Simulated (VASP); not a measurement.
# MgRh16 in VASP: a series of runs, part 2 of 2

VASP 6.6.1. Earlier steps stand in the parts before.

**4. Single point, PBE+D3(BJ)**

Input file INCAR:

```
SYSTEM = MgRh16
PREC     = Accurate       ! precision mode
ENCUT    = 520            ! plane-wave cutoff, eV
EDIFF    = 1E-6           ! SCF threshold, eV
ISMEAR   = -1             ! smearing method
SIGMA    = 0.05           ! smearing width, eV
LREAL    = Auto         
LASPH    = .True.         ! aspherical terms in the spheres
NELM     = 80             ! most SCF steps
ALGO     = Normal         ! electronic algorithm
ISIF     = 2              ! what is computed and relaxed
LWAVE    = .False.        ! write WAVECAR
LCHARG   = .False.        ! write CHGCAR
GGA      = PE             ! functional
IVDW     = 12             ! dispersion correction
NBANDS   = 135            ! bands
LUSENCCL = .False.
```

Input file KPOINTS:

```
regular mesh
0
Gamma
  2 3 1
  0 0 0
```

Input file POSCAR:

```
MgRh16
1.0
    7.6000000000      0.0000000000      0.0000000000
    0.0000000000      5.3740120000      0.0000000000
    0.0000000000      0.0000000000     17.0305090000
Rh Mg
16 1
Direct
    0.2500000000      0.2500000000      0.0587182098
    0.7500000000      0.2500000000      0.0587182098
    0.2500000000      0.7500000000      0.0587182098
    0.7500000000      0.7500000000      0.0587182098
   -0.0033040789     -0.0000003722      0.1275430464
    0.5033043421     -0.0000003722      0.1275376444
   -0.0042568421      0.5000042799      0.1296575458
    0.5042602632      0.5000042799      0.1296636524
    0.2499994737      0.2578771689      0.2102991754
    0.7500047368      0.2503872340      0.2169118375
    0.2499994737      0.7421566978      0.2102958872
    0.7500048684      0.7496496100      0.2169211736
    0.0191782895      0.0000184220      0.2829233701
    0.4808269737      0.0000184220      0.2829177918
    0.0049553947      0.5000215854      0.2865382356
    0.4950531579      0.5000215854      0.2865388228
    0.7500056579      1.0003021951      0.3680064407
```

Potentials or basis: VASP PAW PBE potentials, release 64 (Rh_pv, Mg).

Run with:

```console
> cat potpaw_PBE.64/Rh_pv/POTCAR potpaw_PBE.64/Mg/POTCAR > POTCAR
> mpirun -np 1 vasp_std > vasp.out
```

OUTCAR:

```text
SYSTEM = MgRh16
   PREC = Accurate
   ENCUT = 520
   EDIFF = 1E-6
   ISMEAR = -1
   LREAL = Auto
   LASPH = .True.
   NELM = 80
   ISIF = 2
   GGA = PE
   IVDW = 12
 IVDW          = 12

 ion  position               nearest neighbor table
   1  0.250  0.250  0.059-   9 2.58   6 2.62   5 2.62   7 2.65   8 2.65   3 2.69   3 2.69
   2  0.750  0.250  0.059-   6 2.59   5 2.59   7 2.60   8 2.60   4 2.69   4 2.69  10 2.69
   3  0.250  0.750  0.059-  11 2.58   6 2.62   5 2.62   7 2.65   8 2.65   1 2.69   1 2.69
   4  0.750  0.750  0.059-   6 2.59   5 2.59   7 2.60   8 2.60   2 2.69   2 2.69  12 2.69
   5  0.997  1.000  0.128-   4 2.59   2 2.59   3 2.62   1 2.62  13 2.65   7 2.69   7 2.69  11 2.76
                             9 2.76  12 2.76  10 2.76
   6  0.503  1.000  0.128-   4 2.59   2 2.59   3 2.62   1 2.62  14 2.65   8 2.69   8 2.69  11 2.76
                             9 2.76  12 2.76  10 2.76
   7  0.996  0.500  0.130-   4 2.60   2 2.60   3 2.65   1 2.65  15 2.67   5 2.69   5 2.69   9 2.70
                            11 2.70  10 2.74  12 2.74
   8  0.504  0.500  0.130-   4 2.60   2 2.60   3 2.65   1 2.65  16 2.67   6 2.69   6 2.69   9 2.70
                            11 2.70  10 2.74  12 2.74
   9  0.250  0.258  0.210-  14 2.55  13 2.55   1 2.58  11 2.60  15 2.62  16 2.62   8 2.70   7 2.70
                             5 2.76   6 2.76  11 2.77
  10  0.750  0.250  0.217-  15 2.64  16 2.64  12 2.68  12 2.69   2 2.69  14 2.69  13 2.69   8 2.74
                             7 2.74   5 2.76   6 2.76  17 2.90
  11  0.250  0.742  0.210-  14 2.55  13 2.55   3 2.58   9 2.60  15 2.62  16 2.62   8 2.70   7 2.70
                             5 2.76   6 2.76   9 2.77
  12  0.750  0.750  0.217-  15 2.64  16 2.64  10 2.68  10 2.69  14 2.69  13 2.69   4 2.69   8 2.74
                             7 2.74   5 2.76   6 2.76  17 2.90
  13  0.019  0.000  0.283-  17 2.51   9 2.55  11 2.55   5 2.65  15 2.69  15 2.69  12 2.69  10 2.69

  14  0.481  0.000  0.283-  17 2.51   9 2.55  11 2.55   6 2.65  16 2.69  16 2.69  12 2.69  10 2.69

  15  0.005  0.500  0.287-   9 2.62  11 2.62  12 2.64  10 2.64   7 2.67  13 2.69  13 2.69
  16  0.495  0.500  0.287-   9 2.62  11 2.62  12 2.64  10 2.64   8 2.67  14 2.69  14 2.69
  17  0.750  0.000  0.368-  13 2.51  14 2.51  10 2.90  12 2.90

  LATTYP: Found a simple orthorhombic cell.
 ALAT       =     5.3740120000
 B/A-ratio  =     1.4142134405
 C/A-ratio  =     3.1690493062

  Lattice vectors:

 A1 = (   0.0000000000,  -5.3740120000,   0.0000000000)
 A2 = (   7.6000000000,   0.0000000000,   0.0000000000)
 A3 = (   0.0000000000,   0.0000000000,  17.0305090000)

Analysis of symmetry for initial positions (statically):
=====================================================================
 Subroutine PRICEL returns:
 Original cell was already a primitive cell.

 Routine SETGRP: Setting up the symmetry group for a
 simple orthorhombic supercell.

 Subroutine GETGRP returns: Found  1 space group operations
 (whereof  1 operations were pure point group operations)
 out of a pool of  8 trial point group operations.

The static configuration has the point symmetry C_1 .

Analysis of symmetry for dynamics (positions and initial velocities):
=====================================================================
 Subroutine PRICEL returns:
 Original cell was already a primitive cell.

 Routine SETGRP: Setting up the symmetry group for a
 simple orthorhombic supercell.

 Subroutine GETGRP returns: Found  1 space group operations
 (whereof  1 operations were pure point group operations)
 out of a pool of  8 trial point group operations.

The dynamic configuration has the point symmetry C_1 .

[... 91 lines left out ...]
   total plane-waves  NPLWV = 307200
   dimension x,y,z NGX =    60 NGY =   40 NGZ =  128
   dimension x,y,z NGXF=   120 NGYF=   80 NGZF=  256
   ions per type =              16   1
   NGX,Y,Z   is equivalent  to a cutoff of  13.12, 12.37, 12.49 a.u.
   NGXF,Y,Z  is equivalent  to a cutoff of  26.25, 24.75, 24.99 a.u.
 SYSTEM =  MgRh16
   PREC   = accura    normal or accurate (medium, high low for compatibility)
   ISTART =      0    job   : 0-new  1-cont  2-samecut
   ICHARG =      2    charge: 1-file 2-atom 10-const
   ISPIN  =      1    spin polarized calculation?
   LNONCOLLINEAR =      F non collinear calculations
   LSORBIT =      F    spin-orbit coupling
   LASPH  =      T    aspherical Exc in radial PAW
   ENCUT  =  520.0 eV  38.22 Ry    6.18 a.u.  14.13  9.99 31.67*2*pi/ulx,y,z
   NELM   =     80;   NELMIN=  2; NELMDL= -5     # of ELM steps
   EDIFF  = 0.1E-05   stopping-criterion for ELM
   LREAL  =      T    real-space projection
   EDIFFG = 0.1E-04   stopping-criterion for IOM
   NSW    =      0    number of steps for IOM
   IBRION =     -1    ionic relax: 0-MD 1-quasi-New 2-CG
   NFREE  =      0    steps in history (QN), initial steepest desc. (CG)
   ISIF   =      2    stress and relaxation
   ISYM   =      2    0-nonsym 1-usesym 2-fastsym
   POTIM  = 0.5000    time-step for ionic-motion
   TEBEG  =    0.0;   TEEND  =   0.0 temperature during run
   PSTRESS=    0.0 pullay stress
   NELECT =     242.0000    total number of electrons
   NUPDOWN=      -1.0000    fix difference up-down
   EMIN   =  10.00;   EMAX   =-10.00  energy-range for DOS
   EFERMI =   0.00;   METHOD = LEGACY
   ISMEAR =    -1;   SIGMA  =   0.05  broadening in eV -4-tet -1-fermi 0-gaus
   EFERMI_NEDOS =   21; number of points for ismear=-14 and -15
   IALGO  =     38    algorithm
   IMIX   =      4    mixing-type and parameters
     AMIX     =   0.40;   BMIX     =  1.00
     AMIX_MAG =   1.60;   BMIX_MAG =  1.00
  volume/ion in A,a.u.               =      40.92       276.11
  Fermi-wavevector in a.u.,A,eV,Ry     =   1.151419  2.175866 18.038133  1.325765
  Thomas-Fermi vector in A             =   2.288077
   LORBIT       =      0    0 simple, 1 ext, 2 COOP (PROOUT), +10 PAW based schemes
   GGA     = PE    functional components
   LHFCALC =     F    Hartree Fock is set to
   AEXX    =    0.0000 exact exchange contribution
   IVDW    =    12    specifies the selected vdW correction
   LEPSILON=     F    determine dielectric tensor
   LRPA    =     F    only Hartree local field effects (RPA)
 non-spin polarized calculation
  energy-cutoff  :      520.00
  volume of cell :      695.57
 maximum number of plane-waves:     18768
 NGX is ok and might be reduce to    60
   NGX = 29   NGY = 19   NGZ = 63

 number of electron     242.0000018 magnetization

 Free energy of the ion-electron system (eV)
  ---------------------------------------------------
  ext. energy  EPLUGINS =         0.00000000
  ---------------------------------------------------
  free energy    TOTEN  =      -105.88506396 eV

  energy without entropy =     -105.54179778  energy(sigma->0) =     -105.71343087

 E-fermi :   1.0566     XC(G=0):  -5.8865

 val. band max:        1.0536354330   @ k =   0.5000   0.0000   0.0000
 cond. band min:       1.0621829967   @ k =   0.5000   0.0000   0.0000
 fundamental gap:      0.0085475637
 Fermi energy:         1.0566438149

 k-point     1 :       0.0000    0.0000    0.0000
  band No.  band energies     occupation
      1     -45.9900      2.00000
      2     -45.9013      2.00000
      3     -45.8797      2.00000
      4     -45.8414      2.00000
      5     -45.8091      2.00000
      6     -45.7576      2.00000
[... 533 lines left out ...]
    132       1.4721      0.00049
    133       1.5585      0.00009
 [bands above 133 left out]

------------------------ aborting loop because EDIFF is reached ----------------------------------------

 Edisp (eV)   -6.55935

 E8    (eV) :    -3.0918

  FORCE on cell =-STRESS in cart. coord.  units (eV):
  Direction    XX          YY          ZZ          XY          YZ          ZX
  --------------------------------------------------------------------------------------
  -------------------------------------------------------------------------------------
  Total      -7.99149    -9.99903    -0.47214     0.00006    -0.00208    -0.00145
  in kB     -18.40766   -23.03183    -1.08754     0.00013    -0.00480    -0.00334
  external pressure =      -14.18 kB  Pullay stress =        0.00 kB

 VOLUME and BASIS-vectors are now :
 -----------------------------------------------------------------------------
  energy-cutoff  :      520.00
  volume of cell :      695.57
      direct lattice vectors                 reciprocal lattice vectors
     7.600000000  0.000000000  0.000000000     0.131578947  0.000000000  0.000000000
     0.000000000  5.374012000  0.000000000     0.000000000  0.186080716  0.000000000
     0.000000000  0.000000000 17.030509000     0.000000000  0.000000000  0.058718151

 POSITION                                       TOTAL-FORCE (eV/Angst)
 -----------------------------------------------------------------------------------
      1.90000      1.34350      1.00000         0.000072     -0.057145     -0.108642
      5.70000      1.34350      1.00000         0.000029      0.017405      0.118185
      1.90000      4.03051      1.00000         0.000072      0.057250     -0.109209
      5.70000      4.03051      1.00000         0.000029     -0.017290      0.118951
      7.57489      5.37401      2.17212        -0.001948      0.000213      0.016284
      3.82511      5.37401      2.17203         0.002032      0.000211      0.016269
[... 9 lines left out ...]
      3.76240      2.68712      4.87990         0.001251     -0.000200     -0.004380
      5.70004      0.00162      6.26734        -0.000365      0.000727     -0.031608
 -----------------------------------------------------------------------------------
    total drift:                               -0.000021      0.000494      0.000554

  FREE ENERGIE OF THE ION-ELECTRON SYSTEM (eV)
  ---------------------------------------------------
  free  energy   TOTEN  =      -112.4444155215 eV

  energy  without entropy=     -112.1011493485  energy(sigma->0) =     -112.27278244
```

Wall time 86 s (1 × NVIDIA H100 80GB with 1 thread of AMD EPYC 7R13 (Zen 3), shared host); peak memory 1.6 GiB.

What came out:

```yaml
Free_energy: -112.4444 eV
Largest_force: 0.123 eV/Å
Band_gap_on_the_k_mesh: zero (bands 121 and 122 overlap by 0.35 eV)
Dispersion_energy_per_atom: -0.386 eV
```

Forces in eV/Å, atoms in the order of the input:
```
Rh   0.000 -0.057 -0.109
Rh   0.000  0.017  0.118
Rh   0.000  0.057 -0.109
Rh   0.000 -0.017  0.119
Rh  -0.002  0.000  0.016
Rh   0.002  0.000  0.016
Rh  -0.004  0.000  0.005
Rh   0.004  0.000  0.005
Rh   0.000  0.003 -0.005
Rh   0.000  0.005 -0.010
Rh   0.000 -0.003 -0.005
Rh   0.000 -0.004 -0.010
Rh  -0.009 -0.001  0.005
Rh   0.010 -0.001  0.005
Rh  -0.001  0.000 -0.004
Rh   0.001  0.000 -0.004
Mg   0.000  0.001 -0.032
```

Caveat: the k points lie up to 0.41 Å⁻¹ apart; there is no dipole correction, which matters where the two faces differ.

**5. Single point, PBE+D3(BJ)**

Input file INCAR:

```
SYSTEM = MgRh16
  PREC = Accurate
  ENCUT = 520
  EDIFF = 1E-6
  ISMEAR = -1
  SIGMA = 0.05
  LREAL = Auto
  LASPH = .TRUE.
  NELM = 80
  ALGO = Normal
  ISIF = 2
  LWAVE = .FALSE.
  LCHARG = .TRUE.
  GGA = PE
  IVDW = 12
  LELF = .TRUE.
  LVHAR = .TRUE.
  NBANDS = 135
  LUSENCCL = .FALSE.
```

Input file KPOINTS:

```
regular mesh
0
G
  2 3 1
  0 0 0
```

Input file POSCAR:

```
MgRh16
1.0
    7.6000000000      0.0000000000      0.0000000000
    0.0000000000      5.3740120000      0.0000000000
    0.0000000000      0.0000000000     17.0305090000
Rh Mg
16 1
Direct
    0.2500000000      0.2500000000      0.0587182098
    0.7500000000      0.2500000000      0.0587182098
    0.2500000000      0.7500000000      0.0587182098
    0.7500000000      0.7500000000      0.0587182098
    0.0001475000     -0.0012017093      0.1286444815
    0.4997707895     -0.0011903583      0.1284810102
    0.0002213158      0.5012744668      0.1285661515
    0.4997071053      0.5012564170      0.1286465954
    0.2498875000      0.2501123928      0.2161001765
    0.7498551316      0.2500740601      0.2094253319
    0.2498494737      0.7497532570      0.2107992192
    0.7498475000      0.7499789729      0.2162946510
    0.0028919737     -0.0029484489      0.2853325758
    0.4968622368     -0.0029972021      0.2852021628
    0.0025523684      0.5027536224      0.2853127878
    0.4971355263      0.5027923272      0.2853306968
    0.7497048684      1.2478543033      0.3658038641
```

Run with:

```console
> cat potpaw_PBE.64/Rh_pv/POTCAR potpaw_PBE.64/Mg/POTCAR > POTCAR
> mpirun -np 1 vasp_std > vasp.out
```

It took 100 s on 1 × NVIDIA H100 80GB with 1 thread of AMD EPYC 7R13 (Zen 3), shared host; peak memory 1.6 GiB.

Results (log left out):

```yaml
Free_energy: -112.7015 eV
Largest_force: 0.309 eV/Å
Band_gap_on_the_k_mesh: zero (bands 121 and 122 overlap by 0.36 eV)
Dispersion_energy_per_atom: -0.386 eV
```

Forces in eV/Å, atoms in the order of the input:
```
Rh  -0.005 -0.002  0.268
Rh  -0.001  0.003 -0.309
Rh  -0.004  0.003 -0.275
Rh  -0.002 -0.001  0.301
Rh   0.001  0.001  0.006
Rh  -0.001 -0.001  0.008
Rh  -0.006 -0.004  0.005
Rh   0.005 -0.002  0.003
Rh  -0.001 -0.005 -0.009
Rh   0.005 -0.003  0.008
Rh   0.002  0.004  0.013
Rh   0.005  0.003 -0.011
Rh   0.000  0.002 -0.006
Rh  -0.002  0.003  0.003
Rh   0.003 -0.005  0.002
Rh  -0.001 -0.005  0.005
Mg   0.003  0.009 -0.010
```

Levels at points of the mesh, in eV from the Fermi level:
| k point | band 116 | band 117 | band 118 | band 119 | band 120 | band 121 | band 122 | band 123 | band 124 | band 125 |
| --- | --- | --- | --- | --- | --- | --- | --- | --- | --- | --- |
| (0.00, 0.00, 0.00) | 0.03 | 0.04 | 0.23 | 0.24 | 0.25 | 0.27 | 0.28 | 0.28 | 0.43 | 0.54 |
| (0.50, 0.00, 0.00) | -0.26 | -0.26 | -0.19 | -0.19 | -0.02 | 0.01 | 0.02 | 0.08 | 0.08 | 0.44 |

Caveat: the k points lie up to 0.41 Å⁻¹ apart; there is no dipole correction, which matters where the two faces differ.

**6. Single point, PBE+D3(BJ)**

Input file INCAR:

```
SYSTEM = MgRh16
PREC = Accurate ; ENCUT = 520
EDIFF = 1E-7 ; ISMEAR = -1
SIGMA = 0.05 ; LREAL = Auto
LASPH = .TRUE. ; NELM = 60
ALGO = Normal ; ISIF = 2
LWAVE = .FALSE. ; LCHARG = .FALSE.
GGA = PE ; IVDW = 12
NBANDS = 135 ; LUSENCCL = .FALSE.
```

Input file KPOINTS:

```
Automatic mesh
0
G
  2 3 1
  0 0 0
```

Input file POSCAR:

```
MgRh16
1.0
    7.6000000000      0.0000000000      0.0000000000
    0.0000000000      5.3740120000      0.0000000000
    0.0000000000      0.0000000000     17.0305090000
Rh Mg
16 1
Direct
    0.2500000000      0.2500000000      0.0587182098
    0.7500000000      0.2500000000      0.0587182098
    0.2500000000      0.7500000000      0.0587182098
    0.7500000000      0.7500000000      0.0587182098
    0.0002213158      0.0012744668      0.1285661515
    0.4997071053      0.0012564170      0.1286465954
    0.0001475000      0.4987982907      0.1286444815
    0.4997707895      0.4988096417      0.1284810102
    0.2498494737      0.2497534431      0.2107992192
    0.7498475000      0.2499789729      0.2162946510
    0.2498875000      0.7501123928      0.2161001765
    0.7498551316      0.7500740601      0.2094253319
    0.0025523684      0.0027538085      0.2853127878
    0.4971355263      0.0027925133      0.2853306968
    0.0028919737      0.4970515511      0.2853325758
    0.4968622368      0.4970027979      0.2852021628
    0.7497048684      0.7478543033      0.3658038641
```

Potentials or basis: VASP PAW PBE potentials, release 64 (Rh_pv, Mg).

Run with:

```console
> cat potpaw_PBE.64/Rh_pv/POTCAR potpaw_PBE.64/Mg/POTCAR > POTCAR
> mpirun -np 1 vasp_std > vasp.out
```

Wall time 86 s (1 × NVIDIA H100 80GB with 1 thread of AMD EPYC 7R13 (Zen 3), shared host); peak memory 1.6 GiB.

Results (log left out):

| Item | Value |
| --- | --- |
| Free energy | -112.7015 eV |
| Largest force | 0.309 eV/Å |
| Band gap on the k mesh | zero (bands 121 and 122 overlap by 0.36 eV) |
| Dispersion energy per atom | -0.386 eV |

Forces on the atoms (eV/Å):
```
Rh  -0.004  0.003 -0.275
Rh  -0.002 -0.001  0.301
Rh  -0.005 -0.002  0.268
Rh  -0.001  0.003 -0.309
Rh  -0.006 -0.004  0.005
Rh   0.005 -0.002  0.003
Rh   0.001  0.001  0.006
Rh  -0.001 -0.001  0.008
Rh   0.002  0.004  0.013
Rh   0.005  0.003 -0.011
Rh  -0.001 -0.005 -0.009
Rh   0.005 -0.003  0.008
Rh   0.003 -0.005  0.002
Rh  -0.001 -0.005  0.005
Rh   0.000  0.002 -0.006
Rh  -0.002  0.003  0.003
Mg   0.003  0.009 -0.010
```

Levels at points of the mesh, in eV from the Fermi level:
| k point | band 116 | band 117 | band 118 | band 119 | band 120 | band 121 | band 122 | band 123 | band 124 | band 125 |
| --- | --- | --- | --- | --- | --- | --- | --- | --- | --- | --- |
| (0.00, 0.00, 0.00) | 0.03 | 0.04 | 0.23 | 0.24 | 0.25 | 0.27 | 0.28 | 0.28 | 0.43 | 0.54 |
| (0.50, 0.00, 0.00) | -0.26 | -0.26 | -0.19 | -0.19 | -0.02 | 0.01 | 0.02 | 0.08 | 0.08 | 0.44 |

Caveat: the k points lie up to 0.41 Å⁻¹ apart; there is no dipole correction, which matters where the two faces differ.
